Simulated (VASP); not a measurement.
# Li3H2 (I4/mmm) in VASP: relaxation of cell and atoms with PBE

Aim: the relaxation of cell and atoms of Li3H2 with PBE.

Program: VASP 6.6.1. These are calculated values, not measurements. Logs are shortened: lines on timing, memory, paths and dates and some standing lists are left out, and cuts for length are marked.

### Step 1. The cell of the first run

The structure is tetragonal, space group I4/mmm (No. 139). The conventional cell has a = 3.646 Å, b = 3.646 Å, c = 9.468 Å, α = 90.00°, β = 90.00°, γ = 90.00°. Within 2.6 Å of Li (site symmetry -4m2) lie 4 H at 1.90 Å and 4 Li at 2.58 Å. Li (site symmetry 4/mmm) has 2 H at 1.83 Å within 2.4 Å. Within 2.4 Å of H (site symmetry 4mm) lie 5 Li at 1.83 to 1.90 Å.

The cell was built from a structure type or drawn by symmetry, and may not be a known phase.

### Step 2. Relaxation of cell and atoms, PBE

Input file INCAR:

```
  ALGO = Normal
  EDIFF = 1E-6
  EDIFFG = -0.01
  ENCUT = 600
  GGA = PE
  IBRION = 2
  ISIF = 3
  ISMEAR = 0
  LASPH = T
  LCHARG = F
  LREAL = F
  LWAVE = F
  NELM = 80
  NSW = 100
  PREC = Accurate
  SIGMA = 0.1
```

Input file KPOINTS:

```
k-points
0
Gamma
  12 12 12
```

Input file POSCAR:

```
Li3H2
1.0
   -1.8231137991      1.8231137991      4.7338299860
    1.8231137991     -1.8231137991      4.7338299860
    1.8231137991      1.8231137991     -4.7338299860
Li H
3 2
Direct
    0.2500000000      0.7500000000      0.5000000000
    0.7500000000      0.2500000000      0.5000000000
    0.5000000000      0.5000000000      0.0000000000
    0.3061968203      0.3061968203      0.0000000000
    0.6938031797      0.6938031797      0.0000000000
```

Potentials or basis: VASP PAW PBE potentials, release 64 (Li_sv, H).

On the command line:

```sh
> cat potpaw_PBE.64/Li_sv/POTCAR potpaw_PBE.64/H/POTCAR > POTCAR
> mpirun -np 1 vasp_std > vasp.out
```

OUTCAR:

```text
EDIFF = 1E-6
   EDIFFG = -0.01
   ENCUT = 600
   GGA = PE
   IBRION = 2
   ISIF = 3
   ISMEAR = 0
   LASPH = T
   LREAL = F
   NELM = 80
   NSW = 100
   PREC = Accurate

 ion  position               nearest neighbor table
   1  0.250  0.750  0.500-   2 2.58   2 2.58   2 2.58   2 2.58
   2  0.750  0.250  0.500-   1 2.58   1 2.58   1 2.58   1 2.58
   3  0.500  0.500  0.000-
   4  0.306  0.306  0.000-
   5  0.694  0.694  0.000-

  LATTYP: Found a body centered tetragonal cell.
 ALAT       =     3.6462275982
 C/A-ratio  =     2.5965630825

  Lattice vectors:

 A1 = (  -1.8231137991,   1.8231137991,   4.7338299860)
 A2 = (   1.8231137991,  -1.8231137991,   4.7338299860)
 A3 = (   1.8231137991,   1.8231137991,  -4.7338299860)

Analysis of symmetry for initial positions (statically):
=====================================================================
 Subroutine PRICEL returns:
 Original cell was already a primitive cell.

 Routine SETGRP: Setting up the symmetry group for a
 body centered tetragonal supercell.

 Subroutine GETGRP returns: Found 16 space group operations
 (whereof 16 operations were pure point group operations)
 out of a pool of 16 trial point group operations.

The static configuration has the point symmetry D_4h.

Analysis of symmetry for dynamics (positions and initial velocities):
=====================================================================
 Subroutine PRICEL returns:
 Original cell was already a primitive cell.

 Routine SETGRP: Setting up the symmetry group for a
 body centered tetragonal supercell.

 Subroutine GETGRP returns: Found 16 space group operations
 (whereof 16 operations were pure point group operations)
 out of a pool of 16 trial point group operations.

The dynamic configuration has the point symmetry D_4h.

 Subroutine INISYM returns: Found 16 space group operations
 (whereof 16 operations are pure point group operations),
 and found     1 'primitive' translations

----------------------------------------------------------------------------------------

                                     Primitive cell

  volume of cell :      62.9362

  direct lattice vectors                    reciprocal lattice vectors
    -1.823113799  1.823113799  4.733829986     0.000000000  0.274256056  0.105622720
     1.823113799 -1.823113799  4.733829986     0.274256056  0.000000000  0.105622720
     1.823113799  1.823113799 -4.733829986     0.274256056  0.274256056  0.000000000

  length of vectors
     5.390420594  5.390420594  5.390420594     0.293892060  0.293892060  0.387856634

  position of ions in fractional coordinates (direct lattice)
     0.250000000  0.750000000  0.500000000
     0.750000000  0.250000000  0.500000000
     0.500000000  0.500000000  0.000000000
     0.306196820  0.306196820  0.000000000
     0.693803180  0.693803180  0.000000000

  ion indices of the primitive-cell ions
   primitive index   ion index
                 1           1
                 2           2
                 3           3
                 4           4
                 5           5

----------------------------------------------------------------------------------------

 KPOINTS: k-points

Automatic generation of k-mesh.
 Grid dimensions read from file:
 generate k-points for:   12   12   12

 Generating k-lattice:

  Cartesian coordinates                     Fractional coordinates (reciprocal lattice)
     0.000000000  0.022854671  0.008801893     0.083333333 -0.000000000  0.000000000
     0.022854671  0.000000000  0.008801893    -0.000000000  0.083333333  0.000000000
     0.022854671  0.022854671  0.000000000     0.000000000  0.000000000  0.083333333

  Length of vectors
     0.024491005  0.024491005  0.032321386

  Shift w.r.t. Gamma in fractional coordinates (k-lattice)
     0.000000000  0.000000000  0.000000000

 Subroutine IBZKPT returns following result:
 ===========================================

 Found    163 irreducible k-points:

 Following reciprocal coordinates:
            Coordinates               Weight
  0.000000  0.000000  0.000000      1.000000
  0.083333 -0.000000  0.000000      8.000000
  0.166667  0.000000  0.000000      8.000000
  0.250000  0.000000 -0.000000      8.000000
  0.333333  0.000000 -0.000000      8.000000
  0.416667  0.000000  0.000000      8.000000
[... 16 lines left out ...]
  0.500000  0.166667 -0.000000     16.000000
 -0.416667  0.166667 -0.000000     16.000000
 [... further k-points ...]
   k-points           NKPTS =    163   k-points in BZ     NKDIM =    163   number of bands    NBANDS=      9
   number of dos      NEDOS =    301   number of ions     NIONS =      5
   total plane-waves  NPLWV = 110592
   dimension x,y,z NGX =    48 NGY =   48 NGZ =   48
   dimension x,y,z NGXF=    96 NGYF=   96 NGZF=   96
   ions per type =               3   2
   NGX,Y,Z   is equivalent  to a cutoff of  14.80, 14.80, 14.80 a.u.
   NGXF,Y,Z  is equivalent  to a cutoff of  29.61, 29.61, 29.61 a.u.
 SYSTEM =  unknown system
   PREC   = accura    normal or accurate (medium, high low for compatibility)
   ISTART =      0    job   : 0-new  1-cont  2-samecut
   ICHARG =      2    charge: 1-file 2-atom 10-const
   ISPIN  =      1    spin polarized calculation?
   LNONCOLLINEAR =      F non collinear calculations
   LSORBIT =      F    spin-orbit coupling
   LASPH  =      T    aspherical Exc in radial PAW
   ENCUT  =  600.0 eV  44.10 Ry    6.64 a.u.  10.77 10.77 10.77*2*pi/ulx,y,z
   NELM   =     80;   NELMIN=  2; NELMDL= -5     # of ELM steps
   EDIFF  = 0.1E-05   stopping-criterion for ELM
   LREAL  =      F    real-space projection
   EDIFFG = -.1E-01   stopping-criterion for IOM
   NSW    =    100    number of steps for IOM
   IBRION =      2    ionic relax: 0-MD 1-quasi-New 2-CG
   NFREE  =      1    steps in history (QN), initial steepest desc. (CG)
   ISIF   =      3    stress and relaxation
   ISYM   =      2    0-nonsym 1-usesym 2-fastsym
   POTIM  = 0.5000    time-step for ionic-motion
   TEBEG  =    0.0;   TEEND  =   0.0 temperature during run
   PSTRESS=    0.0 pullay stress
   NELECT =      11.0000    total number of electrons
   NUPDOWN=      -1.0000    fix difference up-down
   EMIN   =  10.00;   EMAX   =-10.00  energy-range for DOS
   EFERMI =   0.00;   METHOD = LEGACY
   ISMEAR =     0;   SIGMA  =   0.10  broadening in eV -4-tet -1-fermi 0-gaus
   EFERMI_NEDOS =   21; number of points for ismear=-14 and -15
   IALGO  =     38    algorithm
   IMIX   =      4    mixing-type and parameters
     AMIX     =   0.40;   BMIX     =  1.00
     AMIX_MAG =   1.60;   BMIX_MAG =  1.00
  volume/ion in A,a.u.               =      12.59        84.94
  Fermi-wavevector in a.u.,A,eV,Ry     =   0.915319  1.729701 11.399074  0.837808
  Thomas-Fermi vector in A             =   2.040046
   LORBIT       =      0    0 simple, 1 ext, 2 COOP (PROOUT), +10 PAW based schemes
   GGA     = PE    functional components
   LHFCALC =     F    Hartree Fock is set to
   AEXX    =    0.0000 exact exchange contribution
   IVDW    =     0    specifies the selected vdW correction
   LEPSILON=     F    determine dielectric tensor
   LRPA    =     F    only Hartree local field effects (RPA)
 conjugate gradient relaxation of ions
 non-spin polarized calculation
 Gauss-broadening in eV      SIGMA  =   0.10
  energy-cutoff  :      600.00
  volume of cell :       62.94
 maximum number of plane-waves:      2124
 NGX is ok and might be reduce to    48
   NGX = 21   NGY = 21   NGZ = 21

--------------------------------------- Ionic step        1  -------------------------------------------

 number of electron      11.0000003 magnetization

 Free energy of the ion-electron system (eV)
  ---------------------------------------------------
  ext. energy  EPLUGINS =         0.00000000
  ---------------------------------------------------
  free energy    TOTEN  =       -13.65951338 eV

  energy without entropy =      -13.65566868  energy(sigma->0) =      -13.65759103

------------------------ aborting loop because EDIFF is reached ----------------------------------------

  FORCE on cell =-STRESS in cart. coord.  units (eV):
  Direction    XX          YY          ZZ          XY          YZ          ZX
  --------------------------------------------------------------------------------------
  -------------------------------------------------------------------------------------
  Total       -0.0498845     -0.0498845      0.0666921      0.0000000      0.0000000      0.0000000
  in kB       -1.2699193     -1.2699193      1.6977921      0.0000000      0.0000000      0.0000000
  external PRESSURE =      -0.2806822 kB  Pullay stress =       0.0000000 kB
[... 63 lines left out ...]
  energy  without entropy=      -13.6557878811  energy(sigma->0) =      -13.65772479

--------------------------------------- Ionic step        3  -------------------------------------------

 number of electron      11.0000004 magnetization

 Free energy of the ion-electron system (eV)
  ---------------------------------------------------
  ext. energy  EPLUGINS =         0.00000000
  ---------------------------------------------------
  free energy    TOTEN  =       -13.65985016 eV

  energy without entropy =      -13.65588531  energy(sigma->0) =      -13.65786773

 E-fermi :   1.0548     XC(G=0):  -7.2884

 val. band max:        1.0367325221   @ k =   0.3333   0.0833   0.0833
 cond. band min:       1.0557713955   @ k =  -0.0833   0.3333   0.0833
 fundamental gap:      0.0190388734
 Fermi energy:         1.0548383155

 k-point     1 :       0.0000    0.0000    0.0000
  band No.  band energies     occupation
      1     -45.8710      2.00000
      2     -45.5489      2.00000
      3     -45.4710      2.00000
      4      -5.3444      2.00000
      5      -2.2966      2.00000
      6       2.3789      0.00000
      7       3.6137      0.00000
      8       5.0706      0.00000
      9       5.0706      0.00000
[... 265 lines left out ...]
 k-point    24 :      -0.4167    0.1667   -0.0000
  band No.  band energies     occupation
      1     -45.8698      2.00000
      2     -45.5175      2.00000
      3     -45.5001      2.00000
      4      -4.1998      2.00000
      5      -3.4413      2.00000
      6       1.3088      0.00033
      7       3.0321      0.00000
      8       4.2817      0.00000
      9       5.8322      0.00000

 [... further k-points ...]
[... 5 lines left out ...]
  --------------------------------------------------------------------------------------
  -------------------------------------------------------------------------------------
  Total        0.0075456      0.0075456     -0.0024463      0.0000000     -0.0000000      0.0000000
  in kB        0.1923301      0.1923301     -0.0623528      0.0000000     -0.0000000      0.0000000
  external PRESSURE =       0.1074358 kB  Pullay stress =       0.0000000 kB
[... 20 lines left out ...]
  FREE ENERGIE OF THE ION-ELECTRON SYSTEM (eV)
  ---------------------------------------------------
  free  energy   TOTEN  =       -13.6598501570 eV

  energy  without entropy=      -13.6558853128  energy(sigma->0) =      -13.65786773

 reached required accuracy - stopping structural energy minimisation
```

Run time: 3.9 min. Hardware: 1 thread of AMD EPYC 9R45 (Zen 5), shared host; peak memory 0.35 GiB.

What came out:

- Free energy: -13.6599 eV
- Relaxed volume: 12.57 Å³/atom
- Relaxed cell: a = 5.399 Å, b = 5.399 Å, c = 5.399 Å, α = 140.60°, β = 140.60°, γ = 56.94°
- Space group after relaxing (to 0.1 Å): I4/mmm (No. 139)
- Energy gained by relaxing: 0.1 meV/atom
- Ionic steps: 3
- Pressure after relaxing: 0.0 GPa
- Largest force after relaxing: 0.005 eV/Å
- Band gap on the k mesh: zero (an odd number of electrons rules out a gap without spin polarisation)

Forces in eV/Å, atoms in the order of the input:
```
Li   0.000  0.000  0.000
Li   0.000  0.000  0.000
Li   0.000  0.000  0.000
H    0.000  0.000 -0.005
H    0.000  0.000  0.005
```

The path:
| step | energy change (eV) | largest force (eV/Å) | pressure (GPa) | volume (Å³) |
| --- | --- | --- | --- | --- |
| 1 | 0.0000 | 0.0286 | -0.03 | 62.94 |
| 2 | -0.0001 | 0.0223 | -0.02 | 62.92 |
| 3 | -0.0003 | 0.0047 | 0.01 | 62.86 |

Final structure:
```yaml
crystal:
  lattice:
    - [-1.81969, 1.81969, 4.74570]
    - [1.81969, -1.81969, 4.74570]
    - [1.81969, 1.81969, -4.74570]
  atoms:
    - { symbol: Li, position: [0.25000, 0.75000, 0.50000] }
    - { symbol: Li, position: [0.75000, 0.25000, 0.50000] }
    - { symbol: Li, position: [0.50000, 0.50000, 0.00000] }
    - { symbol: H, position: [0.30563, 0.30563, 0.00000] }
    - { symbol: H, position: [0.69437, 0.69437, 0.00000] }
```

Caveat: the cutoff is under 1.25 times the usual one of these potentials, so pressure, stress and relaxed cells hold a basis-set (Pulay) error.
